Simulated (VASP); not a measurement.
The system is FeSi.

```
CELL_PARAMETERS angstrom
4.55070 0.00000 0.00000
0.00000 4.55070 0.00000
0.00000 0.00000 4.55070
ATOMIC_POSITIONS crystal
Fe 0.13652 0.13652 0.13652
Fe 0.36348 0.86348 0.63652
Fe 0.63652 0.36348 0.86348
Fe 0.86348 0.63652 0.36348
Si 0.84240 0.84240 0.84240
Si 0.65760 0.15760 0.34240
Si 0.34240 0.65760 0.15760
Si 0.15760 0.34240 0.65760
```

```yaml
Program: VASP 6.6.1
Task: relaxation of cell and atoms
Functional: PBE
Potentials_or_basis: VASP PAW PBE potentials, release 64 (Fe, Si)
Cutoff: 600 eV
k_mesh: 6 × 6 × 6
Occupations: fermi-dirac, width 0.02 eV
Spin: no spin polarisation
```

At the start: pressure -13.7 GPa; volume 11.78 Å³/atom.

**Question.** How do energy, volume and symmetry change on relaxing?

**Answer.** Over 6 steps the energy falls by 36.5 meV/atom and the volume is 11.00 Å³/atom (-6.6 %); space group P2_13 (No. 198, to 0.1 Å) before and after.

The path:
```csv
step,energy change (eV),largest force (eV/Å),pressure (GPa),volume (Å³)
1,0.0000,0.2808,-13.74,94.24
2,0.1787,0.5239,23.09,81.12
3,-0.2899,0.1227,-0.25,88.12
4,-0.2900,0.1187,0.05,88.00
5,-0.2919,0.0274,0.05,88.00
6,-0.2920,0.0042,0.04,88.00
```

Final structure:
```
CELL_PARAMETERS angstrom
4.44804 0.00000 0.00000
0.00000 4.44804 0.00000
0.00000 0.00000 4.44804
ATOMIC_POSITIONS crystal
Fe 0.13634 0.13634 0.13634
Fe 0.36366 0.86366 0.63634
Fe 0.63634 0.36366 0.86366
Fe 0.86366 0.63634 0.36366
Si 0.84076 0.84076 0.84076
Si 0.65924 0.15924 0.34076
Si 0.34076 0.65924 0.15924
Si 0.15924 0.34076 0.65924
```
